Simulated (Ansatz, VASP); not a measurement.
## One calculation of Ga2O3, two programs

The input INCAR:

```
ALGO = Normal ; EDIFF = 1E-6
ENCUT = 520 ; GGA = PE
ISIF = 2 ; ISMEAR = 0
LASPH = True ; LCHARG = True
LELF = True ; LREAL = False
LVHAR = True ; LWAVE = False
NBANDS = 55 ; NELM = 100
PREC = Accurate ; SIGMA = 0.01
```

The input KPOINTS:

```
k-points
0
Gamma
  6 6 6
```

POSCAR

```
Ga2O3
1.0
    2.4772606287      1.4302470909      4.4483092630
   -2.4772606287      1.4302470909      4.4483092630
    0.0000000000     -2.8604941817      4.4483092630
Ga O
4 6
Direct
    0.8558408843      0.8558408843      0.8558408843
    0.3558408843      0.3558408843      0.3558408843
    0.1441591157      0.1441591157      0.1441591157
    0.6441591157      0.6441591157      0.6441591157
    0.4468690112      0.0531309888      0.7500000000
    0.0531309888      0.7500000000      0.4468690112
    0.5531309888      0.9468690112      0.2500000000
    0.2500000000      0.5531309888      0.9468690112
    0.9468690112      0.2500000000      0.5531309888
    0.7500000000      0.4468690112      0.0531309888
```

Input for Ansatz:

```yaml
crystal:
  lattice:
    - [2.4772606287, 1.4302470909, 4.448309263]
    - [-2.4772606287, 1.4302470909, 4.448309263]
    - [0.0, -2.8604941817, 4.448309263]
  atoms:
    - { symbol: Ga, position: [0.8558408843, 0.8558408843, 0.8558408843] }
    - { symbol: Ga, position: [0.3558408843, 0.3558408843, 0.3558408843] }
    - { symbol: Ga, position: [0.1441591157, 0.1441591157, 0.1441591157] }
    - { symbol: Ga, position: [0.6441591157, 0.6441591157, 0.6441591157] }
    - { symbol: O, position: [0.4468690112, 0.0531309888, 0.75] }
    - { symbol: O, position: [0.0531309888, 0.75, 0.4468690112] }
    - { symbol: O, position: [0.5531309888, 0.9468690112, 0.25] }
    - { symbol: O, position: [0.25, 0.5531309888, 0.9468690112] }
    - { symbol: O, position: [0.9468690112, 0.25, 0.5531309888] }
    - { symbol: O, position: [0.75, 0.4468690112, 0.0531309888] }
kpoints:
  mp_grid: { grid: [6, 6, 6] }
hamiltonian:
  xc: pbe
scf:
  occupations: { method: fixed }
  n_extra_bands: 6
output:
  forces: true
  stress: true
  eigenvalues: true
```

Alike in both runs: task single point; functional PBE; k mesh 6 × 6 × 6; no spin polarisation.

|  | VASP | Ansatz |
| --- | --- | --- |
| version | VASP 6.6.1 | Ansatz 0.2.0 |
| potentials or method | VASP PAW PBE potentials, release 64 (Ga_d, O) | plane waves, PAW |
| plane-wave cutoff (eV) | 520 | 420 |
| occupations | gaussian, width 0.01 eV | fixed |
| valence electrons in the cell | 88 | 88 |

```tsv
	VASP	Ansatz	Ansatz less VASP
gap on the k mesh at the Fermi level (eV)	3.05	3.06	+0.007
pressure (GPa)	15.4	14.3	-1.09
traceless stress, the component that is largest in VASP (GPa)	-1.27	-1.19	+0.075
rms of the force components (eV/Å)	0.010	0.001	-0.0090
```

Atom by atom the forces differ by 0.009 eV/Å (rms over components).
